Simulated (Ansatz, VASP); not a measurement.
Two plane-wave programs on AlN

POSCAR

```
AlN
1.0
    0.0054622516      2.1849006282      2.1849006282
    2.1849006282      0.0054622516      2.1849006282
    2.1903628798      2.1903628798      0.0000000000
Al N
1 1
Direct
    0.0000000000      0.0000000000      0.0000000000
    0.7500000000      0.7500000000      0.7500000000
```

INCAR.step1

```
SYSTEM = AlN
ALGO = Normal ; EDIFF = 1E-4
ENCUT = 520 ; GGA = PE
ISMEAR = 0 ; LASPH = .True.
LCHARG = .False. ; LREAL = .False.
LWAVE = .True. ; NBANDS = 11
NELM = 100 ; PREC = Accurate
SIGMA = 0.05
```

INCAR.step2

```
SYSTEM = AlN
ALGO = Normal ; EDIFF = 1E-6
ENCUT = 520 ; ISIF = 2
ISMEAR = 0 ; ISTART = 1
LASPH = .True. ; LCHARG = .True.
LELF = .True. ; LMIXTAU = .True.
LREAL = .False. ; LVHAR = .True.
LWAVE = .False. ; METAGGA = R2SCAN
NBANDS = 11 ; NELM = 100
PREC = Accurate ; SIGMA = 0.05
```

File KPOINTS:

```
k-points
0
Gamma
  10 10 10
  0 0 0
```

Input for Ansatz:

```yaml
crystal:
  lattice:
    - [0.0054622516, 2.1849006282, 2.1849006282]
    - [2.1849006282, 0.0054622516, 2.1849006282]
    - [2.1903628798, 2.1903628798, 0.0]
  atoms:
    - { symbol: Al, position: [0.0, 0.0, 0.0] }
    - { symbol: "N", position: [0.75, 0.75, 0.75] }
basis:
  ecutwfc: 500
kpoints:
  mp_grid: { grid: [10, 10, 10] }
hamiltonian:
  xc: r2scan
scf:
  occupations: { method: gaussian, width: 0.05 }
output:
  forces: true
  stress: true
  eigenvalues: true
```

Change from the starting cell: strain +0.0050 x Voigt [0, 0, 0, 0, 0, 1], atoms carried along.

Alike in both runs: task single point; functional r2SCAN; k mesh 10 × 10 × 10; occupations gaussian, width 0.05 eV; no spin polarisation.

|  | VASP | Ansatz |
| --- | --- | --- |
| version | VASP 6.6.1 | Ansatz 0.2.0 |
| potentials or method | VASP PAW PBE potentials, release 64 (Al, N), cutoff 520 eV | scalar-relativistic, plane waves, PAW |
| valence electrons in the cell | 8 | 8 |

|  | VASP | Ansatz | Ansatz less VASP |
| --- | --- | --- | --- |
| gap on the k mesh at the Fermi level (eV) | 3.92 | 3.93 | +0.007 |
| least direct gap on the mesh (eV) | 4.87 | 4.83 | -0.039 |
| pressure (GPa) | -0.4 | 0.0 | +0.39 |
| traceless stress, the component that is largest in VASP (GPa) | -1.19 | -1.17 | +0.014 |
| rms of the force components (eV/Å) | 0.025 | 0.025 | -0.0004 |

VASP's potentials were made for PBE, not for r2SCAN. Atom by atom the forces differ by 0.000 eV/Å (rms over components).
